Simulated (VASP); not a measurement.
Crystal: Au.

```
Au
1.0
     3.24215    0.00000    0.00000
     0.00000    3.24215    0.00000
    -1.62107   -1.62107    4.86322
Au
3
Direct
  0.00000 0.00000 0.00000
  0.33333 0.33333 0.66667
  0.66667 0.66667 0.33333
```

This isn't the form of Au at room conditions, which is fcc.

- Program: VASP 6.6.1
- Task: relaxation of cell and atoms
- Functional: PBEsol
- Potentials or basis: VASP PAW PBE potentials, release 64 (Au)
- Cutoff: 600 eV
- k mesh: 14 × 14 × 14
- Occupations: gaussian, width 0.1 eV
- Spin: no spin polarisation

At the start: pressure 0.1 GPa; volume 17.04 Å³/atom.

Where does the relaxation end?

Over 23 steps the energy falls by 21.5 meV/atom and the volume is 16.99 Å³/atom (-0.3 %); space group Im-3m (No. 229, to 0.1 Å) before, I4/mmm (No. 139, to 0.1 Å).

Step by step:
```
step  energy change (eV)  largest force (eV/Å)  pressure (GPa)  volume (Å³)
   1              0.0000                0.0000            0.09        51.12
   2             -0.0004                0.0000           -0.20        51.19
   3             -0.0009                0.0000           -0.87        51.40
   4             -0.0009                0.0000           -0.88        51.40
   5             -0.0011                0.0000           -0.89        51.40
   6             -0.0015                0.0000           -0.90        51.41
   7             -0.0021                0.0000           -0.93        51.41
   8             -0.0033                0.0000           -0.96        51.42
   9             -0.0051                0.0000           -1.01        51.43
  10             -0.0126                0.0000           -0.92        51.40
  11             -0.0285                0.0000           -0.20        51.15
  12             -0.0517                0.0000            3.79        49.95
  13             -0.0591                0.0000            2.30        50.37
  14             -0.0569                0.0000            3.06        50.15
  15             -0.0557                0.0000            3.24        50.09
  16             -0.0561                0.0000            3.13        50.12
  17             -0.0563                0.0000            2.90        50.18
  18             -0.0569                0.0000            2.76        50.20
  19             -0.0583                0.0000            2.49        50.28
  20             -0.0608                0.0000            1.90        50.43
  21             -0.0638                0.0000            0.83        50.73
  22             -0.0632                0.0000           -1.28        51.33
  23             -0.0645                0.0000           -0.03        50.98
```

Final structure:
```yaml
crystal:
  lattice:
    - [2.90295, 0.00000, 0.00000]
    - [0.00000, 2.90295, 0.00000]
    - [-1.45147, -1.45147, 6.04959]
  atoms:
    - { symbol: Au, position: [0.00000, 0.00000, 0.00000] }
    - { symbol: Au, position: [0.33333, 0.33333, 0.66667] }
    - { symbol: Au, position: [0.66667, 0.66667, 0.33333] }
```

Caveat: a cell axis changed by over 15 % at a fixed basis, so the end point is rough; the PAW data sets were made with another functional, which shifts forces and pressure a little.
